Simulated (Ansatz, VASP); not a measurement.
# One calculation of Ti, two programs

File INCAR:

```
SYSTEM = Ti
AGGAC    = 1.0          
AGGAX    = 1.0          
ALDAC    = 0.0          
ALDAX    = 1.0          
ALGO     = Normal         ! electronic algorithm
EDIFF    = 1E-6           ! SCF threshold, eV
ENCUT    = 520            ! plane-wave cutoff, eV
GGA      = B5             ! functional
ISIF     = 2              ! what is computed and relaxed
ISMEAR   = -1             ! smearing method
LASPH    = .TRUE.         ! aspherical terms in the spheres
LCHARG   = .FALSE.        ! write CHGCAR
LREAL    = .FALSE.        ! projectors in reciprocal space
LWAVE    = .FALSE.        ! write WAVECAR
NBANDS   = 19             ! bands
NELM     = 80             ! most SCF steps
PREC     = Accurate       ! precision mode
SIGMA    = 0.1            ! smearing width, eV
```

Contents of KPOINTS:

```
k-points
0
G
  11 11 11
  0 0 0
```

File POSCAR:

```
Ti
1.0
    0.0000000000      3.0249752813      3.0249752813
    3.0249752813      0.0000000000      3.0249752813
    3.0249752813      3.0249752813      0.0000000000
Ti
2
Direct
    0.1250000000      0.1250000000      0.1250000000
    0.8750000000      0.8750000000      0.8750000000
```

Input for Ansatz:

```yaml
crystal:
  lattice:
    - [0.0, 3.0249752813, 3.0249752813]
    - [3.0249752813, 0.0, 3.0249752813]
    - [3.0249752813, 3.0249752813, 0.0]
  atoms:
    - { symbol: Ti, position: [0.125, 0.125, 0.125] }
    - { symbol: Ti, position: [0.875, 0.875, 0.875] }
hamiltonian:
  xc: blyp
  pseudopotentials:
    kind: paw
    azcp:
      Ti: "pseudopotentials/Ti.paw.azcp"
basis:
  ecutwfc: 420
  fft_grid_basis: typed
kpoints:
  mp_grid: { grid: [11, 11, 11], shift: [0, 0, 0] }
magnetization:
  spin_polarized: false
scf:
  occupations: { method: fermi_dirac, width: 0.1 }
  lower_state_search: "off"
output:
  stress: true
```

Alike in both runs: task single point; functional BLYP; k mesh 11 × 11 × 11; occupations fermi-dirac, width 0.1 eV; no spin polarisation.

```csv
,VASP,Ansatz
version,VASP 6.6.1,Ansatz 0.2.0
potentials or method,"VASP PAW PBE potentials, release 64 (Ti_sv), cutoff 520 eV","plane waves (420 eV) with PAW, scalar-relativistic"
valence electrons in the cell,24,24
```

```tsv
	VASP	Ansatz	Ansatz less VASP
pressure (GPa)	-2.3	-2.2	+0.06
```

VASP's potentials were made for PBE, not for BLYP.
